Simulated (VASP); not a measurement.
NaCl (base): single point with PBE

Crystal: NaCl (base).

```
Na Cl
1.0
     0.00000    2.84794    2.84794
     2.84794    0.00000    2.84794
     2.84794    2.84794    0.00000
Na Cl
1 1
Cartesian
  0.0000 0.0000 0.0000
  2.8479 2.8479 2.8479
```

```yaml
Program: VASP 6.6.1
Task: single point
Functional: PBE
Potentials_or_basis: VASP PAW PBE potentials, release 64 (Na_pv, Cl)
Cutoff: 520 eV
k_mesh: 8 × 8 × 8
Occupations: gaussian, width 0.02 eV
Spin: no spin polarisation
```

- Pressure: 0.0 GPa
- Band gap on the k mesh: 5.00 eV, direct

Levels at points of the mesh, in eV from the valence-band top:
```csv
k point,band 3,band 4,band 5,band 6,band 7,band 8,band 9,band 10,band 11,band 12
"(0.00, 0.00, 0.00)",-20.88,-12.59,0.00,0.00,0.00,5.00,11.09,11.09,11.09,13.21
"(0.50, 0.00, 0.00)",-20.88,-12.29,-1.84,-0.25,-0.25,7.22,10.39,10.90,10.90,14.79
"(0.50, 0.50, 0.00)",-20.88,-12.24,-1.58,-0.57,-0.57,7.45,8.10,11.11,14.51,14.51
```

It took 13 s on 1 thread of Intel(R) Xeon(R) Platinum 8488C (Sapphire Rapids), on a shared host, peak memory 0.16 GiB.

A k mesh can miss the band edges.
